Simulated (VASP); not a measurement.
Si2Mo:

```
Mo Si
1.0
     4.58547    0.00000    0.00000
    -2.29274    3.97113    0.00000
     0.00000    0.00000    6.57976
Mo Si
3 6
Cartesian
  1.1464 1.9856 5.4831
  -1.1464 1.9856 1.0966
  2.2927 0.0000 3.2899
  0.0000 1.3015 3.2899
  1.1656 3.3204 1.0966
  3.4583 0.6508 5.4831
  2.2927 2.6696 3.2899
  1.1272 0.6508 1.0966
  -1.1656 3.3204 5.4831
```

```yaml
Program: VASP 6.6.1
Task: relaxation of cell and atoms
Functional: RPBE
Potentials_or_basis: VASP PAW PBE potentials, release 64 (Mo_sv, Si)
Cutoff: 600 eV
k_mesh: 5 × 5 × 3
Occupations: fermi-dirac, width 0.05 eV
Spin: no spin polarisation
```

At the start: pressure 6.0 GPa; volume 13.31 Å³/atom.

Where does the relaxation end?

Over 5 steps the energy falls by 6.8 meV/atom and the volume is 13.69 Å³/atom (+2.8 %); space group P6_222 (No. 180, to 0.1 Å) before and after.

The path:
```tsv
step	energy change (eV)	largest force (eV/Å)	pressure (GPa)	volume (Å³)
1	0.0000	0.0013	5.96	119.81
2	0.0766	0.0244	-7.84	128.60
3	-0.0612	0.0089	-0.06	123.23
4	-0.0612	0.0087	0.06	123.16
5	-0.0615	0.0001	0.06	123.18
```

Final structure:
```xyz
9
Lattice="4.6318 0.0000 0.0000 -2.3159 4.0113 0.0000 0.0000 0.0000 6.6298" Properties=species:S:1:pos:R:3 pbc="T T T"
Mo    1.1580    2.0056    5.5248
Mo   -1.1580    2.0056    1.1050
Mo    2.3159    0.0000    3.3149
Si    0.0000    1.3150    3.3149
Si    1.1771    3.3538    1.1050
Si    3.4930    0.6575    5.5248
Si    2.3159    2.6962    3.3149
Si    1.1388    0.6575    1.1050
Si   -1.1771    3.3538    5.5248
```

Caveat: the PAW data sets were made with another functional, which shifts forces and pressure a little.
